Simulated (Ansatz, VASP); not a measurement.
# HfSi2O6 in VASP and in Ansatz

```
CELL_PARAMETERS angstrom
2.39925 -4.15563 0.00000
2.39925 4.15563 0.00000
0.00000 0.00000 5.23595
ATOMIC_POSITIONS crystal
Hf 0.50000 0.50000 0.50000
Si 0.00000 0.50000 0.83333
Si 0.50000 0.00000 0.16667
O 0.19700 0.80300 0.00000
O 0.39400 0.19700 0.33333
O 0.19700 0.39400 0.66667
O 0.80300 0.19700 0.00000
O 0.60600 0.80300 0.33333
O 0.80300 0.60600 0.66667
```

Alike in both runs: task single point; functional PBE; k mesh 6 × 6 × 4; occupations gaussian, width 0.1 eV; no spin polarisation.

|  | VASP | Ansatz |
| --- | --- | --- |
| version | VASP 6.6.1 | Ansatz 0.2.0 |
| potentials or method | VASP PAW PBE potentials, release 64 (Hf_pv, Si, O), cutoff 520 eV | scalar-relativistic, plane waves, PAW |
| valence electrons in the cell | 54 | 70 |

VASP gave:

* gap on the k mesh at the Fermi level (eV): 4.85
* least direct gap on the mesh (eV): 5.26
* rms of the force components (eV/Å): 10.290

Task: Which values does Ansatz return?

Result: gap on the k mesh at the Fermi level (eV): 5.05; least direct gap on the mesh (eV): 5.37; rms of the force components (eV/Å): 9.689.

Atom by atom the forces differ by 0.602 eV/Å (rms over components). The functional is the same, so the differences come from potentials, cutoffs and numerics. VASP's potentials hold 54 valence electrons a cell and Ansatz's 70, so a difference there can come from the potentials and not from the codes.

Spin-orbit coupling is off throughout.
